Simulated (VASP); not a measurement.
# As (R-3m) in VASP: single point with BLYP

Aim: the single point of As with BLYP.

Everything below comes from runs of VASP 6.6.1. Logs are shortened: lines on timing, memory, paths and dates and some standing lists are left out, and cuts for length are marked.

**1. The cell of the first run**

Symmetry: R-3m, No. 166, trigonal system. Conventional cell: a = 3.706 Å, b = 3.706 Å, c = 23.308 Å, α = 90.00°, β = 90.00°, γ = 120.00°. Within 3.4 Å of As (site symmetry 3m) lie 3 As at 2.55 Å.

**2. Single point, BLYP**

Input file INCAR:

```
SYSTEM = As
  PREC = Accurate
  ENCUT = 520
  EDIFF = 1E-6
  ISMEAR = -1
  SIGMA = 0.1
  LREAL = .False.
  LASPH = .True.
  NELM = 100
  ALGO = Normal
  ISIF = 2
  LWAVE = .False.
  LCHARG = .False.
  GGA = B5
  ALDAX = 1.0
  AGGAX = 1.0
  AGGAC = 1.0
  ALDAC = 0.0
  NBANDS = 12
```

Input file KPOINTS:

```
Automatic mesh
0
Gamma
  16 16 16
  0 0 0
```

Input file POSCAR:

```
As
1.0
    1.8528687522      1.0697542729      7.7693624385
   -1.8528687522      1.0697542729      7.7693624385
    0.0000000000     -2.1395085456      7.7693624385
As
2
Direct
    0.8036248696      0.8036248696      0.8036248696
    0.1963751304      0.1963751304      0.1963751304
```

Potentials or basis: VASP PAW PBE potentials, release 64 (As).

On the command line:

```console
> cat potpaw_PBE.64/As/POTCAR > POTCAR
> mpirun -np 1 vasp_std > vasp.out
```

OUTCAR:

```text
SYSTEM = As
   PREC = Accurate
   ENCUT = 520
   EDIFF = 1E-6
   ISMEAR = -1
   LREAL = .False.
   LASPH = .True.
   NELM = 100
   ISIF = 2
   GGA = B5

 ion  position               nearest neighbor table
   1  0.804  0.804  0.804-   2 2.55   2 2.55   2 2.55
   2  0.196  0.196  0.196-   1 2.55   1 2.55   1 2.55

  LATTYP: Found a trigonal (rhomboedric) cell.
 ALAT       =     8.0585662197
 COS(alpha) =     0.8942686562

  Lattice vectors:

 A1 = (   1.8528687522,   1.0697542729,   7.7693624385)
 A2 = (  -1.8528687522,   1.0697542729,   7.7693624385)
 A3 = (   0.0000000000,  -2.1395085456,   7.7693624385)

Analysis of symmetry for initial positions (statically):
=====================================================================
 Subroutine PRICEL returns:
 Original cell was already a primitive cell.

 Routine SETGRP: Setting up the symmetry group for a
 trigonal (rhombohedral) supercell.

 Subroutine GETGRP returns: Found 12 space group operations
 (whereof 12 operations were pure point group operations)
 out of a pool of 12 trial point group operations.

The static configuration has the point symmetry D_3d.

Analysis of symmetry for dynamics (positions and initial velocities):
=====================================================================
 Subroutine PRICEL returns:
 Original cell was already a primitive cell.

 Routine SETGRP: Setting up the symmetry group for a
 trigonal (rhombohedral) supercell.

 Subroutine GETGRP returns: Found 12 space group operations
 (whereof 12 operations were pure point group operations)
 out of a pool of 12 trial point group operations.

The dynamic configuration has the point symmetry D_3d.

 Subroutine INISYM returns: Found 12 space group operations
 (whereof 12 operations are pure point group operations),
 and found     1 'primitive' translations

----------------------------------------------------------------------------------------

                                     Primitive cell

  volume of cell :      92.3986

  direct lattice vectors                    reciprocal lattice vectors
     1.852868752  1.069754273  7.769362438     0.269851817  0.155799019  0.042903563
    -1.852868752  1.069754273  7.769362438    -0.269851817  0.155799019  0.042903563
     0.000000000 -2.139508546  7.769362438     0.000000000 -0.311598039  0.042903563

  length of vectors
     8.058566220  8.058566220  8.058566220     0.314537841  0.314537841  0.314537841

  position of ions in fractional coordinates (direct lattice)
     0.803624870  0.803624870  0.803624870
     0.196375130  0.196375130  0.196375130

  ion indices of the primitive-cell ions
   primitive index   ion index
                 1           1
                 2           2

----------------------------------------------------------------------------------------

 KPOINTS: Automatic mesh

Automatic generation of k-mesh.
 Grid dimensions read from file:
 generate k-points for:   16   16   16

 Generating k-lattice:

  Cartesian coordinates                     Fractional coordinates (reciprocal lattice)
     0.016865739  0.009737439  0.002681473     0.062500000  0.000000000  0.000000000
    -0.016865739  0.009737439  0.002681473     0.000000000  0.062500000  0.000000000
     0.000000000 -0.019474877  0.002681473     0.000000000  0.000000000  0.062500000

  Length of vectors
     0.019658615  0.019658615  0.019658615

  Shift w.r.t. Gamma in fractional coordinates (k-lattice)
     0.000000000  0.000000000  0.000000000

 Subroutine IBZKPT returns following result:
 ===========================================

 Found    417 irreducible k-points:

 Following reciprocal coordinates:
            Coordinates               Weight
  0.000000  0.000000  0.000000      1.000000
  0.062500 -0.000000  0.000000      6.000000
  0.125000 -0.000000  0.000000      6.000000
  0.187500  0.000000 -0.000000      6.000000
  0.250000 -0.000000  0.000000      6.000000
  0.312500 -0.000000 -0.000000      6.000000
[... 16 lines left out ...]
 -0.125000  0.062500  0.000000     12.000000
 -0.062500  0.062500  0.000000      6.000000
 [... further k-points ...]
   k-points           NKPTS =    417   k-points in BZ     NKDIM =    417   number of bands    NBANDS=     12
   number of dos      NEDOS =    301   number of ions     NIONS =      2
   total plane-waves  NPLWV = 216000
   dimension x,y,z NGX =    60 NGY =   60 NGZ =   60
   dimension x,y,z NGXF=   120 NGYF=  120 NGZF=  120
   ions per type =               2
   NGX,Y,Z   is equivalent  to a cutoff of  12.38, 12.38, 12.38 a.u.
   NGXF,Y,Z  is equivalent  to a cutoff of  24.76, 24.76, 24.76 a.u.
 SYSTEM =  As
   PREC   = accura    normal or accurate (medium, high low for compatibility)
   ISTART =      0    job   : 0-new  1-cont  2-samecut
   ICHARG =      2    charge: 1-file 2-atom 10-const
   ISPIN  =      1    spin polarized calculation?
   LNONCOLLINEAR =      F non collinear calculations
   LSORBIT =      F    spin-orbit coupling
   LASPH  =      T    aspherical Exc in radial PAW
   ENCUT  =  520.0 eV  38.22 Ry    6.18 a.u.  14.98 14.98 14.98*2*pi/ulx,y,z
   NELM   =    100;   NELMIN=  2; NELMDL= -5     # of ELM steps
   EDIFF  = 0.1E-05   stopping-criterion for ELM
   LREAL  =      F    real-space projection
   EDIFFG = 0.1E-04   stopping-criterion for IOM
   NSW    =      0    number of steps for IOM
   IBRION =     -1    ionic relax: 0-MD 1-quasi-New 2-CG
   NFREE  =      0    steps in history (QN), initial steepest desc. (CG)
   ISIF   =      2    stress and relaxation
   ISYM   =      2    0-nonsym 1-usesym 2-fastsym
   POTIM  = 0.5000    time-step for ionic-motion
   TEBEG  =    0.0;   TEEND  =   0.0 temperature during run
   PSTRESS=    0.0 pullay stress
   NELECT =      10.0000    total number of electrons
   NUPDOWN=      -1.0000    fix difference up-down
   EMIN   =  10.00;   EMAX   =-10.00  energy-range for DOS
   EFERMI =   0.00;   METHOD = LEGACY
   ISMEAR =    -1;   SIGMA  =   0.10  broadening in eV -4-tet -1-fermi 0-gaus
   EFERMI_NEDOS =   21; number of points for ismear=-14 and -15
   IALGO  =     38    algorithm
   IMIX   =      4    mixing-type and parameters
     AMIX     =   0.40;   BMIX     =  1.00
     AMIX_MAG =   1.60;   BMIX_MAG =  1.00
  volume/ion in A,a.u.               =      46.20       311.77
  Fermi-wavevector in a.u.,A,eV,Ry     =   0.780165  1.474298  8.281284  0.608657
  Thomas-Fermi vector in A             =   1.883420
   LORBIT       =      0    0 simple, 1 ext, 2 COOP (PROOUT), +10 PAW based schemes
   GGA     = B5    functional components
   LHFCALC =     F    Hartree Fock is set to
   AEXX    =    0.0000 exact exchange contribution
   IVDW    =     0    specifies the selected vdW correction
   LEPSILON=     F    determine dielectric tensor
   LRPA    =     F    only Hartree local field effects (RPA)
 non-spin polarized calculation
  energy-cutoff  :      520.00
  volume of cell :       92.40
 maximum number of plane-waves:      2514
   NGX = 29   NGY = 29   NGZ = 29

 number of electron      10.0000000 magnetization

 Free energy of the ion-electron system (eV)
  ---------------------------------------------------
  ext. energy  EPLUGINS =         0.00000000
  ---------------------------------------------------
  free energy    TOTEN  =        -8.18004142 eV

  energy without entropy =       -8.17998884  energy(sigma->0) =       -8.18001513

 E-fermi :   0.2569     XC(G=0):  -5.6610

 val. band max:       -0.6807655383   @ k =   0.5000   0.5000   0.5000
 cond. band min:       0.9434184809   @ k =   0.5000   0.5000   0.5000
 fundamental gap:      1.6241840192
 Fermi energy:         0.2568788916

 k-point     1 :       0.0000    0.0000    0.0000
  band No.  band energies     occupation
      1     -13.5482      2.00000
      2      -7.5976      2.00000
      3      -0.9280      1.99999
      4      -0.6808      1.99983
      5      -0.6808      1.99983
      6       1.0678      0.00060
      7       2.7619      0.00000
      8       2.7619      0.00000
      9       4.9904      0.00000
     10       7.0710      0.00000
     11       8.6932      0.00000
     12       9.5066      0.00000

 k-point     2 :       0.0625   -0.0000    0.0000
  band No.  band energies     occupation
      1     -13.5009      2.00000
      2      -7.6027      2.00000
      3      -1.1888      2.00000
      4      -0.9059      1.99998
      5      -0.7837      1.99994
      6       1.5115      0.00001
      7       2.6576      0.00000
      8       2.8689      0.00000
      9       5.0519      0.00000
     10       7.1323      0.00000
     11       8.7781      0.00000
     12       9.2628      0.00000

 k-point     3 :       0.1250   -0.0000    0.0000
  band No.  band energies     occupation
      1     -13.3598      2.00000
      2      -7.6314      2.00000
      3      -2.0539      2.00000
      4      -1.0429      2.00000
      5      -0.8509      1.99997
      6       1.7936      0.00000
      7       2.8277      0.00000
      8       3.1259      0.00000
      9       5.1848      0.00000
     10       7.3079      0.00000
     11       8.2631      0.00000
     12       9.4194      0.00000

 k-point     4 :       0.1875    0.0000   -0.0000
  band No.  band energies     occupation
      1     -13.1278      2.00000
      2      -7.7254      2.00000
      3      -2.8496      2.00000
      4      -1.3672      2.00000
      5      -0.8041      1.99995
      6       1.4657      0.00001
      7       3.3888      0.00000
      8       3.4078      0.00000
      9       5.3559      0.00000
     10       7.4800      0.00000
     11       7.9417      0.00000
     12       8.9851      0.00000

 k-point     5 :       0.2500   -0.0000    0.0000
  band No.  band energies     occupation
      1     -12.8110      2.00000
      2      -7.9446      2.00000
      3      -3.4311      2.00000
      4      -1.6876      2.00000
      5      -0.8496      1.99997
      6       1.1614      0.00024
      7       3.5792      0.00000
      8       3.6211      0.00000
      9       5.6140      0.00000
     10       7.5448      0.00000
     11       8.0957      0.00000
     12       8.7520      0.00000
[... 228 lines left out ...]
      1     -12.5905      2.00000
      2      -8.1389      2.00000
      3      -3.5915      2.00000
      4      -2.0841      2.00000
      5      -0.9102      1.99998
      6       1.3387      0.00004
      7       3.4198      0.00000
      8       3.6534      0.00000
      9       5.8138      0.00000
     10       7.6990      0.00000
     11       8.0378      0.00000
     12       8.7570      0.00000

 k-point    22 :      -0.1875    0.0625    0.0000
  band No.  band energies     occupation
      1     -12.9452      2.00000
      2      -7.8359      2.00000
      3      -3.1787      2.00000
      4      -1.7521      2.00000
      5      -0.7982      1.99995
      6       1.5564      0.00000
      7       3.1507      0.00000
      8       3.7814      0.00000
      9       5.5301      0.00000
     10       7.5005      0.00000
     11       7.9149      0.00000
     12       8.8029      0.00000

 k-point    23 :      -0.1250    0.0625    0.0000
  band No.  band energies     occupation
      1     -13.2201      2.00000
      2      -7.6800      2.00000
      3      -2.5420      2.00000
      4      -1.3704      2.00000
      5      -0.8129      1.99995
      6       1.9271      0.00000
      7       2.6973      0.00000
      8       3.5596      0.00000
      9       5.3180      0.00000
     10       7.4007      0.00000
     11       7.9859      0.00000
     12       8.9979      0.00000

 k-point    24 :      -0.0625    0.0625    0.0000
  band No.  band energies     occupation
      1     -13.4067      2.00000
      2      -7.6194      2.00000
      3      -1.8003      2.00000
      4      -1.0057      1.99999
      5      -0.8669      1.99997
      6       1.9803      0.00000
      7       2.4538      0.00000
      8       3.1480      0.00000
      9       5.1614      0.00000
     10       7.2321      0.00000
     11       8.4650      0.00000
     12       9.2169      0.00000

 [... further k-points ...]
[... 5 lines left out ...]
  --------------------------------------------------------------------------------------
  -------------------------------------------------------------------------------------
  Total        0.1101956      0.1101956      0.1665703     -0.0000000      0.0000000      0.0000000
  in kB        1.9107746      1.9107746      2.8883039     -0.0000000      0.0000000      0.0000000
  external PRESSURE =       2.2366177 kB  Pullay stress =       0.0000000 kB

 VOLUME and BASIS-vectors are now :
 -----------------------------------------------------------------------------
  energy-cutoff  :      520.00
  volume of cell :       92.40
      direct lattice vectors                 reciprocal lattice vectors
     1.852868752  1.069754273  7.769362438     0.269851817  0.155799019  0.042903563
    -1.852868752  1.069754273  7.769362438    -0.269851817  0.155799019  0.042903563
     0.000000000 -2.139508546  7.769362438     0.000000000 -0.311598039  0.042903563

 POSITION                                       TOTAL-FORCE (eV/Angst)
 -----------------------------------------------------------------------------------
      0.00000      0.00000     18.73096         0.000000     -0.000000     -0.090894
      0.00000      0.00000      4.57713         0.000000      0.000000      0.090894
 -----------------------------------------------------------------------------------
    total drift:                                0.000000     -0.000000     -0.000000

  FREE ENERGIE OF THE ION-ELECTRON SYSTEM (eV)
  ---------------------------------------------------
  free  energy   TOTEN  =        -8.1800414214 eV

  energy  without entropy=       -8.1799888396  energy(sigma->0) =       -8.18001513
```

It took 10 min on 1 thread of Intel Xeon Platinum 8488C (Sapphire Rapids), shared host; peak memory 0.74 GiB.

What came out:

| Property | Result |
| --- | --- |
| Free energy | -8.1800 eV |
| Pressure | 0.2 GPa |
| Largest force | 0.091 eV/Å |
| Band gap on the k mesh | 1.62 eV, direct |

Forces in eV/Å, atoms in the order of the input:
```
As   0.000  0.000 -0.091
As   0.000  0.000  0.091
```

Caveat: the PAW data sets were made with another functional, which shifts forces and pressure a little.
